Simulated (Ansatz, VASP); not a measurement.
# Two plane-wave programs on Te2Mo

The input INCAR:

```
SYSTEM = Te2Mo
ALGO     = Normal         ! electronic algorithm
EDIFF    = 1E-6           ! SCF threshold, eV
ENCUT    = 520            ! plane-wave cutoff, eV
GGA      = PE             ! functional
ISIF     = 2              ! what is computed and relaxed
ISMEAR   = 0              ! smearing method
LASPH    = .True.         ! aspherical terms in the spheres
LCHARG   = .True.         ! write CHGCAR
LELF     = .True.         ! ELF
LREAL    = .False.        ! projectors in reciprocal space
LVHAR    = .True.       
LWAVE    = .False.        ! write WAVECAR
NBANDS   = 35             ! bands
NELM     = 80             ! most SCF steps
PREC     = Accurate       ! precision mode
SIGMA    = 0.05           ! smearing width, eV
```

Contents of KPOINTS:

```
k-points
0
Gamma
  9 9 2
  0 0 0
```

File POSCAR:

```
Te2Mo
1.0
   -1.7785332447     -3.0805099428      0.0000000000
    1.7785332447     -3.0805099428      0.0000000000
    0.0000000000      0.0000000000     16.7047171722
Te Mo
4 2
Direct
    0.6666666667      0.6666666667      0.1193227270
    0.3333333333      0.3333333333      0.5744252293
    0.6666666667      0.6666666667      0.3357797754
    0.3333333333      0.3333333333      0.7908822777
    0.6666666667      0.6666666667      0.6826537535
    0.3333333333      0.3333333333      0.2275512512
```

Input for Ansatz:

```yaml
crystal:
  lattice:
    - [-1.7785332447, -3.0805099428, 0.0]
    - [1.7785332447, -3.0805099428, 0.0]
    - [0.0, 0.0, 16.7047171722]
  atoms:
    - { symbol: Te, position: [0.6666666667, 0.6666666667, 0.119322727] }
    - { symbol: Te, position: [0.3333333333, 0.3333333333, 0.5744252293] }
    - { symbol: Te, position: [0.6666666667, 0.6666666667, 0.3357797754] }
    - { symbol: Te, position: [0.3333333333, 0.3333333333, 0.7908822777] }
    - { symbol: Mo, position: [0.6666666667, 0.6666666667, 0.6826537535] }
    - { symbol: Mo, position: [0.3333333333, 0.3333333333, 0.2275512512] }
basis:
  ecutwfc: 420
kpoints:
  mp_grid: { grid: [9, 9, 2] }
hamiltonian:
  xc: pbe
scf:
  occupations: { method: gaussian, width: 0.05 }
output:
  forces: true
  stress: true
  eigenvalues: true
```

Alike in both runs: task single point; functional PBE; k mesh 9 × 9 × 2; occupations gaussian, width 0.05 eV; no spin polarisation.

```csv
,VASP,Ansatz
version,VASP 6.6.1,Ansatz 0.2.0
potentials or method,"VASP PAW PBE potentials, release 64 (Te, Mo_sv), cutoff 520 eV","scalar-relativistic, plane waves, PAW"
valence electrons in the cell,52,92
```

```tsv
	VASP	Ansatz	Ansatz less VASP
gap on the k mesh at the Fermi level (eV)	1.05	1.05	+0.001
least direct gap on the mesh (eV)	1.05	1.05	+0.001
pressure (GPa)	0.0	0.0	-0.01
traceless stress, the component that is largest in VASP (GPa)	0.06	0.01	-0.051
rms of the force components (eV/Å)	0.007	0.005	-0.0016
```

Atom by atom the forces differ by 0.006 eV/Å (rms over components). The functional is the same, so the differences come from potentials, cutoffs and numerics. VASP's potentials hold 52 valence electrons a cell and Ansatz's 92, so a difference there can come from the potentials and not from the codes.

Neither program's run includes spin-orbit coupling.
